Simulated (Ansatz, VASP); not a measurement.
Two plane-wave programs on Be

```
Be
1.0
     0.00000    1.81396    4.32829
     1.13571    0.00000    4.32829
     1.13571    1.81396    0.00000
Be
2
Direct
  0.85773 0.85773 0.14227
  0.14227 0.14227 0.85773
```

Alike in both runs: functional PBE; k mesh 22 × 22 × 22; occupations gaussian, width 0.1 eV; no spin polarisation.

Ansatz relaxed the structure, and its values are those at the end. VASP's run is a single point on that final structure, the one shown.

```csv
,VASP,Ansatz
version,VASP 6.6.1,Ansatz 0.2.0
potentials or method,"VASP PAW PBE potentials, release 64 (Be), cutoff 520 eV","scalar-relativistic, plane waves, PAW"
valence electrons in the cell,4,4
```

Ansatz gave:

```
gap on the k mesh at the Fermi level (eV) : none
pressure (GPa)                            : 0.0
rms of the force components (eV/Å)        : 0.000
```

Question: What did VASP give for the same quantities?

Answer: gap on the k mesh at the Fermi level (eV): none; pressure (GPa): 0.2; rms of the force components (eV/Å): 0.004.

A gap of «none» marks a metal or a gap that the smearing closes. The functional is the same, so the differences come from potentials, cutoffs and numerics.
